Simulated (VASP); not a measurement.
Sc5Al:

```
CELL_PARAMETERS angstrom
2.94068 0.00000 0.00000
-1.47034 2.54670 0.00000
0.00000 0.00000 14.40633
ATOMIC_POSITIONS crystal
Sc 0.00000 0.00000 0.00000
Sc 0.33333 0.66667 0.83333
Sc 0.66667 0.33333 0.66667
Sc 0.33333 0.66667 0.33333
Sc 0.66667 0.33333 0.16667
Al 0.00000 0.00000 0.50000
```

```yaml
Program: VASP 6.6.1
Task: relaxation of cell and atoms
Functional: PBE
Potentials_or_basis: VASP PAW PBE potentials, release 64 (Sc_sv, Al)
Cutoff: 600 eV
k_mesh: 6 × 6 × 2
Occupations: gaussian, width 0.1 eV
Spin: no spin polarisation
```

At the start: pressure 21.4 GPa; volume 17.98 Å³/atom.

Q: Where does the relaxation end?

A: Over 12 steps the energy falls by 322.8 meV/atom and the volume is 23.31 Å³/atom (+29.6 %); space group P-3m1 (No. 164, to 0.05 Å).

Step by step:
```
step  energy change (eV)  largest force (eV/Å)  pressure (GPa)  volume (Å³)
   1              0.0000                0.7307           21.41       107.89
   2             -1.6960                0.4801           -3.52       149.92
   3             -1.8067                0.5436           -0.03       139.53
   4             -1.8067                0.5392           -0.30       140.22
   5             -1.8479                0.4743           -0.24       140.21
   6             -1.8768                0.3146           -0.01       140.12
   7             -1.9083                0.1645            0.02       140.07
   8             -1.9290                0.1552            0.14       139.99
   9             -1.9292                0.1551            0.15       139.98
  10             -1.9340                0.1063           -0.20       140.71
  11             -1.9345                0.0886           -0.34       141.00
  12             -1.9369                0.0267            0.09       139.87
```

Final structure:
```xyz
6
Lattice="3.2350 0.0000 0.0000 -1.6175 2.8016 0.0000 0.0000 0.0000 15.4329" Properties=species:S:1:pos:R:3 pbc="T T T"
Sc    0.0000    0.0000    0.0000
Sc    0.0000    1.8677   12.7755
Sc    1.6175    0.9339   10.0780
Sc    0.0000    1.8677    5.3549
Sc    1.6175    0.9339    2.6574
Al    0.0000    0.0000    7.7165
```

Caveat: the k points lie up to 0.37 Å⁻¹ apart in the final cell; the volume moved by over 15 % at a fixed basis, so the end points are rough.
